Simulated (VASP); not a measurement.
# Sn (a cell with a defect) in VASP: single point with LDA

Aim: the single point of Sn (a cell with a defect) with LDA.

Everything below comes from runs of VASP 6.6.1. Logs are shortened: lines on timing, memory, paths and dates and some standing lists are left out, and cuts for length are marked.

## Step 1: The cell of the first run

The cell holds a defect, 15 atoms: a = 9.156 Å, b = 9.156 Å, c = 9.156 Å, α = 60.00°, β = 60.00°, γ = 60.00°.

## Step 2: Single point, LDA

File INCAR:

```
PREC = Accurate
ENCUT = 400
EDIFF = 1E-6
ISMEAR = -1
SIGMA = 0.1
LREAL = F
LASPH = T
NELM = 120
ALGO = Normal
ISIF = 2
LWAVE = F
LCHARG = F
NBANDS = 118
GGA_COMPAT = F
```

File KPOINTS:

```
Automatic mesh
0
Gamma
  2 2 2
```

File POSCAR:

```
Sn
1.0
    0.0000000000      6.4742849800      6.4742849800
    6.4742849800      0.0000000000      6.4742849800
    6.4742849800      6.4742849800      0.0000000000
Sn
15
Direct
    0.0052390341      0.0042673438     -0.0158774290
    0.1225680523      0.1215748924      0.1330139935
    0.1028395417      0.1018130190      0.6010633625
    0.0038709294      0.5008946177      0.0002617277
    0.1254867530      0.6281410245      0.1273159897
    0.0052256736      0.4848165488      0.5034460964
    0.1227642130      0.6331878366      0.6209843268
    0.5019203680      0.0029546892      0.0001180825
    0.6291114019      0.1244453252      0.1273511287
    0.4859105692      0.0042626329      0.5034748254
    0.6349020027      0.1215333434      0.6207560391
    0.5021977732      0.5011534880      0.0004120146
    0.6277859273      0.6268735486      0.1260233373
    0.5020474863      0.5008648075      0.5021063345
    0.6290948750      0.6281381670      0.6237024648
```

Potentials or basis: VASP PAW LDA potentials, release 64 (Sn_d).

Command:

```bash
> cat potpaw_LDA.64/Sn_d/POTCAR > POTCAR
> mpirun -np 1 vasp_std > vasp.out
```

OUTCAR:

```text
PREC = Accurate
   ENCUT = 400
   EDIFF = 1E-6
   ISMEAR = -1
   LREAL = F
   LASPH = T
   NELM = 120
   ISIF = 2

 ion  position               nearest neighbor table
   1  0.005  0.004  0.984-   5 2.82   9 2.82   2 2.87   3 2.90
   2  0.123  0.122  0.133-   4 2.84   8 2.84   1 2.87
   3  0.103  0.102  0.601-   6 2.90   1 2.90  10 2.90
   4  0.004  0.501  0.000-   5 2.81  13 2.81   7 2.84   2 2.84
   5  0.125  0.628  0.127-   4 2.81   1 2.82   6 2.82  12 2.82
   6  0.005  0.485  0.503-   5 2.82  15 2.82   7 2.87   3 2.90
   7  0.123  0.633  0.621-   4 2.84  14 2.84   6 2.87
   8  0.502  0.003  0.000-   9 2.81  13 2.81   2 2.84  11 2.84
   9  0.629  0.124  0.127-   8 2.81  10 2.82   1 2.82  12 2.82
  10  0.486  0.004  0.503-   9 2.82  15 2.82  11 2.87   3 2.90
  11  0.635  0.122  0.621-  14 2.84   8 2.84  10 2.87
  12  0.502  0.501  0.000-   9 2.82  15 2.82   5 2.82  13 2.82
  13  0.628  0.627  0.126-   8 2.81  14 2.81   4 2.81  12 2.82
  14  0.502  0.501  0.502-  15 2.81  13 2.81   7 2.84  11 2.84
  15  0.629  0.628  0.624-  14 2.81  10 2.82   6 2.82  12 2.82

  LATTYP: Found a face centered cubic cell.
 ALAT       =    12.9485699600

  Lattice vectors:

 A1 = (   0.0000000000,   6.4742849800,   6.4742849800)
 A2 = (   6.4742849800,   0.0000000000,   6.4742849800)
 A3 = (   6.4742849800,   6.4742849800,   0.0000000000)

Analysis of symmetry for initial positions (statically):
=====================================================================
 Subroutine PRICEL returns:
 Original cell was already a primitive cell.

 Routine SETGRP: Setting up the symmetry group for a
 face centered cubic supercell.

 Subroutine GETGRP returns: Found  1 space group operations
 (whereof  1 operations were pure point group operations)
 out of a pool of 48 trial point group operations.

The static configuration has the point symmetry C_1 .

Analysis of symmetry for dynamics (positions and initial velocities):
=====================================================================
 Subroutine PRICEL returns:
 Original cell was already a primitive cell.

 Routine SETGRP: Setting up the symmetry group for a
 face centered cubic supercell.

 Subroutine GETGRP returns: Found  1 space group operations
 (whereof  1 operations were pure point group operations)
 out of a pool of 48 trial point group operations.

The dynamic configuration has the point symmetry C_1 .

 Subroutine INISYM returns: Found  1 space group operations
 (whereof  1 operations are pure point group operations),
 and found     1 'primitive' translations

----------------------------------------------------------------------------------------

                                     Primitive cell

  volume of cell :     542.7570

  direct lattice vectors                    reciprocal lattice vectors
     0.000000000  6.474284980  6.474284980    -0.077228605  0.077228605  0.077228605
     6.474284980  0.000000000  6.474284980     0.077228605 -0.077228605  0.077228605
     6.474284980  6.474284980  0.000000000     0.077228605  0.077228605 -0.077228605

  length of vectors
     9.156021625  9.156021625  9.156021625     0.133763868  0.133763868  0.133763868

  position of ions in fractional coordinates (direct lattice)
     0.005239034  0.004267344  0.984122571
     0.122568052  0.121574892  0.133013994
     0.102839542  0.101813019  0.601063362
     0.003870929  0.500894618  0.000261728
     0.125486753  0.628141025  0.127315990
     0.005225674  0.484816549  0.503446096
     0.122764213  0.633187837  0.620984327
     0.501920368  0.002954689  0.000118083
     0.629111402  0.124445325  0.127351129
     0.485910569  0.004262633  0.503474825
     0.634902003  0.121533343  0.620756039
     0.502197773  0.501153488  0.000412015
     0.627785927  0.626873549  0.126023337
     0.502047486  0.500864808  0.502106334
     0.629094875  0.628138167  0.623702465

  ion indices of the primitive-cell ions
   primitive index   ion index
                 1           1
                 2           2
                 3           3
                 4           4
                 5           5
                 6           6
                 7           7
                 8           8
                 9           9
                10          10
                11          11
                12          12
                13          13
                14          14
                15          15

----------------------------------------------------------------------------------------

 KPOINTS: Automatic mesh

Automatic generation of k-mesh.
 Grid dimensions read from file:
 generate k-points for:    2    2    2

 Generating k-lattice:

  Cartesian coordinates                     Fractional coordinates (reciprocal lattice)
    -0.038614303  0.038614303  0.038614303     0.500000000  0.000000000  0.000000000
     0.038614303 -0.038614303  0.038614303     0.000000000  0.500000000  0.000000000
     0.038614303  0.038614303 -0.038614303     0.000000000  0.000000000  0.500000000

  Length of vectors
     0.066881934  0.066881934  0.066881934

  Shift w.r.t. Gamma in fractional coordinates (k-lattice)
     0.000000000  0.000000000  0.000000000

 Subroutine IBZKPT returns following result:
 ===========================================

 Found      8 irreducible k-points:

 Following reciprocal coordinates:
            Coordinates               Weight
  0.000000  0.000000  0.000000      1.000000
  0.500000  0.000000  0.000000      1.000000
  0.000000  0.500000  0.000000      1.000000
  0.000000  0.000000  0.500000      1.000000
  0.500000  0.500000  0.500000      1.000000
  0.500000  0.500000  0.000000      1.000000
  0.000000  0.500000  0.500000      1.000000
  0.500000  0.000000  0.500000      1.000000
   k-points           NKPTS =      8   k-points in BZ     NKDIM =      8   number of bands    NBANDS=    118
   number of dos      NEDOS =    301   number of ions     NIONS =     15
   total plane-waves  NPLWV = 216000
   dimension x,y,z NGX =    60 NGY =   60 NGZ =   60
   dimension x,y,z NGXF=   120 NGYF=  120 NGZF=  120
   ions per type =              15
   NGX,Y,Z   is equivalent  to a cutoff of  10.89, 10.89, 10.89 a.u.
   NGXF,Y,Z  is equivalent  to a cutoff of  21.79, 21.79, 21.79 a.u.
 SYSTEM =  unknown system
   PREC   = accura    normal or accurate (medium, high low for compatibility)
   ISTART =      0    job   : 0-new  1-cont  2-samecut
   ICHARG =      2    charge: 1-file 2-atom 10-const
   ISPIN  =      1    spin polarized calculation?
   LNONCOLLINEAR =      F non collinear calculations
   LSORBIT =      F    spin-orbit coupling
   LASPH  =      T    aspherical Exc in radial PAW
   ENCUT  =  400.0 eV  29.40 Ry    5.42 a.u.  14.93 14.93 14.93*2*pi/ulx,y,z
   NELM   =    120;   NELMIN=  2; NELMDL= -5     # of ELM steps
   EDIFF  = 0.1E-05   stopping-criterion for ELM
   LREAL  =      F    real-space projection
   EDIFFG = 0.1E-04   stopping-criterion for IOM
   NSW    =      0    number of steps for IOM
   IBRION =     -1    ionic relax: 0-MD 1-quasi-New 2-CG
   NFREE  =      0    steps in history (QN), initial steepest desc. (CG)
   ISIF   =      2    stress and relaxation
   ISYM   =      2    0-nonsym 1-usesym 2-fastsym
   POTIM  = 0.5000    time-step for ionic-motion
   TEBEG  =    0.0;   TEEND  =   0.0 temperature during run
   PSTRESS=    0.0 pullay stress
   NELECT =     210.0000    total number of electrons
   NUPDOWN=      -1.0000    fix difference up-down
   EMIN   =  10.00;   EMAX   =-10.00  energy-range for DOS
   EFERMI =   0.00;   METHOD = LEGACY
   ISMEAR =    -1;   SIGMA  =   0.10  broadening in eV -4-tet -1-fermi 0-gaus
   EFERMI_NEDOS =   21; number of points for ismear=-14 and -15
   IALGO  =     38    algorithm
   IMIX   =      4    mixing-type and parameters
     AMIX     =   0.40;   BMIX     =  1.00
     AMIX_MAG =   1.60;   BMIX_MAG =  1.00
  volume/ion in A,a.u.               =      36.18       244.18
  Fermi-wavevector in a.u.,A,eV,Ry     =   1.192924  2.254300 19.362012  1.423068
  Thomas-Fermi vector in A             =   2.328951
   LORBIT       =      0    0 simple, 1 ext, 2 COOP (PROOUT), +10 PAW based schemes
   GGA     = CA    functional components
   LHFCALC =     F    Hartree Fock is set to
   AEXX    =    0.0000 exact exchange contribution
   IVDW    =     0    specifies the selected vdW correction
   LEPSILON=     F    determine dielectric tensor
   LRPA    =     F    only Hartree local field effects (RPA)
 non-spin polarized calculation
  energy-cutoff  :      400.00
  volume of cell :      542.76
 maximum number of plane-waves:      9864
 NGX is ok and might be reduce to    60
   NGX = 29   NGY = 29   NGZ = 29

 number of electron     209.9999980 magnetization

 Free energy of the ion-electron system (eV)
  ---------------------------------------------------
  ext. energy  EPLUGINS =         0.00000000
  ---------------------------------------------------
  free energy    TOTEN  =       -64.10593604 eV

  energy without entropy =      -63.95056855  energy(sigma->0) =      -64.02825229

 E-fermi :   4.6282     XC(G=0):  -8.9641

 val. band max:        4.5048427646   @ k =   0.0000   0.0000   0.0000
 cond. band min:       4.8346901861   @ k =   0.0000   0.5000   0.5000
 fundamental gap:      0.3298474215
 Fermi energy:         4.6281621865

 k-point     1 :       0.0000    0.0000    0.0000
  band No.  band energies     occupation
      1     -16.8940      2.00000
      2     -16.8715      2.00000
      3     -16.8712      2.00000
      4     -16.8509      2.00000
      5     -16.8509      2.00000
      6     -16.8462      2.00000
[... 109 lines left out ...]
    116       6.2571      0.00000
    117       6.3368      0.00000
[... 838 lines left out ...]
    116       8.1473      0.00000
    117       8.4156      0.00000
 [bands above 117 left out]

------------------------ aborting loop because EDIFF is reached ----------------------------------------

  FORCE on cell =-STRESS in cart. coord.  units (eV):
  Direction    XX          YY          ZZ          XY          YZ          ZX
  --------------------------------------------------------------------------------------
  -------------------------------------------------------------------------------------
  Total       -4.4968619     -4.4993969     -4.4966800     -0.6103767     -0.6151788     -0.5969331
  in kB      -13.2743940    -13.2818771    -13.2738570     -1.8017854     -1.8159610     -1.7621010
  external PRESSURE =     -13.2767094 kB  Pullay stress =       0.0000000 kB

 VOLUME and BASIS-vectors are now :
 -----------------------------------------------------------------------------
  energy-cutoff  :      400.00
  volume of cell :      542.76
      direct lattice vectors                 reciprocal lattice vectors
     0.000000000  6.474284980  6.474284980    -0.077228605  0.077228605  0.077228605
     6.474284980  0.000000000  6.474284980     0.077228605 -0.077228605  0.077228605
     6.474284980  6.474284980  0.000000000     0.077228605  0.077228605 -0.077228605

 POSITION                                       TOTAL-FORCE (eV/Angst)
 -----------------------------------------------------------------------------------
      6.39912      6.40541      0.06155         0.011585      0.011724     -0.016240
      1.64828      1.65471      1.58065        -0.017776     -0.017457      0.002717
      4.55062      4.55727      1.32498         0.062296      0.063189      0.062624
      3.24463      0.02676      3.26800        -0.013236     -0.008669     -0.009366
      4.89104      1.63672      4.87920         0.005302      0.000702      0.000505
      6.39829      3.29329      3.17267         0.011380     -0.016755      0.011607
      8.11987      4.81524      4.89425        -0.017022      0.002362     -0.016751
      0.01989      3.25034      3.26870        -0.009227     -0.013760     -0.008953
      1.63020      4.89755      4.87874         0.000418      0.005101      0.000785
      3.28724      6.40556      3.17352        -0.015675      0.011566      0.011579
      4.80579      8.12949      4.89738         0.003144     -0.017808     -0.017958
      3.24728      3.25404      6.49598        -0.002443     -0.002845     -0.002657
      4.87447      4.88038      8.12302        -0.009721     -0.009542     -0.009483
      6.49352      6.50118      6.49314        -0.009519     -0.008751     -0.013434
      8.10477      8.11097      8.13969         0.000495      0.000942      0.005025
 -----------------------------------------------------------------------------------
    total drift:                               -0.001759     -0.000554      0.000351

  FREE ENERGIE OF THE ION-ELECTRON SYSTEM (eV)
  ---------------------------------------------------
  free  energy   TOTEN  =       -64.1059360352 eV

  energy  without entropy=      -63.9505685461  energy(sigma->0) =      -64.02825229
```

Wall time 8.2 min (1 thread of Oxide Virtual Turin-like, shared host); peak memory 0.44 GiB.

What came out:

```
Free energy            : -64.1059 eV
Pressure               : -1.3 GPa
Largest force          : 0.109 eV/Å
Band gap on the k mesh : 0.33 eV
```

Forces on the atoms (eV/Å):
```
Sn   0.012  0.012 -0.016
Sn  -0.018 -0.017  0.003
Sn   0.062  0.063  0.063
Sn  -0.013 -0.009 -0.009
Sn   0.005  0.001  0.001
Sn   0.011 -0.017  0.012
Sn  -0.017  0.002 -0.017
Sn  -0.009 -0.014 -0.009
Sn   0.000  0.005  0.001
Sn  -0.016  0.012  0.012
Sn   0.003 -0.018 -0.018
Sn  -0.002 -0.003 -0.003
Sn  -0.010 -0.010 -0.009
Sn  -0.010 -0.009 -0.013
Sn   0.000  0.001  0.005
```

Stress tensor (GPa, compression positive):
```
-1.33 -0.18 -0.18
-0.18 -1.33 -0.18
-0.18 -0.18 -1.33
```

Levels at points of the mesh, in eV from the valence-band top:
```
           k point  band 103  band 104  band 105  band 106  band 107  band 108
(0.00, 0.00, 0.00)     -0.07     -0.07      0.00      0.34      0.35      0.43
(0.50, 0.00, 0.00)     -0.81     -0.21     -0.17      0.53      0.70      0.78
(0.00, 0.50, 0.00)     -0.81     -0.21     -0.17      0.53      0.70      0.78
(0.00, 0.00, 0.50)     -0.81     -0.21     -0.17      0.53      0.70      0.78
(0.50, 0.50, 0.50)     -0.95     -0.14     -0.14      0.63      0.64      0.82
(0.50, 0.50, 0.00)     -0.96     -0.77     -0.60      0.33      0.36      1.43
(0.00, 0.50, 0.50)     -0.96     -0.77     -0.60      0.33      0.36      1.43
(0.50, 0.00, 0.50)     -0.96     -0.77     -0.60      0.33      0.36      1.43
```

Caveat: the k points lie up to 0.42 Å⁻¹ apart; semilocal functionals underestimate gaps, and a narrow one can read as zero; spin-orbit coupling is left out, which moves the levels of the heavy elements.
